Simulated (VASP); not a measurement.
The system is MnO2.

```xyz
6
Lattice="2.9042 0.0000 0.0000 0.0000 3.8448 0.0000 0.0000 0.0000 6.1643" Properties=species:S:1:pos:R:3 pbc="T T T"
Mn    1.4521    1.9224    2.1162
Mn    0.0000    0.0000    4.0481
O     1.4521    0.0000    5.1630
O     0.0000    1.9224    1.0013
O     1.4521    0.0000    2.6001
O     0.0000    1.9224    3.5642
```

Base run:

| Quantity | Value |
| --- | --- |
| Program | VASP 6.6.1 |
| Functional | PBEsol |
| Potentials or basis | VASP PAW PBE potentials, release 64 (Mn_pv, O) |
| Cutoff | 520 eV |
| k mesh | 9 × 7 × 5 |
| Occupations | fermi-dirac, width 0.05 eV |
| Spin | collinear spin, ferrimagnetic start |
| Starting moments | [4.0, -2.0, 0.0, 0.0, 0.0, 0.0] μB |

Its results: band gap on the k mesh 0.08 eV, indirect (least direct gap 0.28 eV); pressure -13.2 GPa; net moment 0.00 μB per cell; site moments Mn +2.72, -2.72; O -0.13, +0.13, -0.00, +0.00 μB; largest force 1.076 eV/Å.

Q: The run is repeated on the same cell with these changes: functional from PBEsol to PBE. What comes out?

A: Band gap on the k mesh 0.18 eV, indirect (least direct gap 0.38 eV); pressure -6.9 GPa; net moment 0.00 μB per cell; site moments Mn +2.72, -2.72; O -0.13, +0.13, -0.00, +0.00 μB; largest force 0.679 eV/Å.

PBE binds less tightly than PBEsol, so the same cell stands under more pressure.

Caveats: the PAW data sets were made with another functional, which shifts forces and pressure a little (some runs).

A k mesh can miss the band edges.
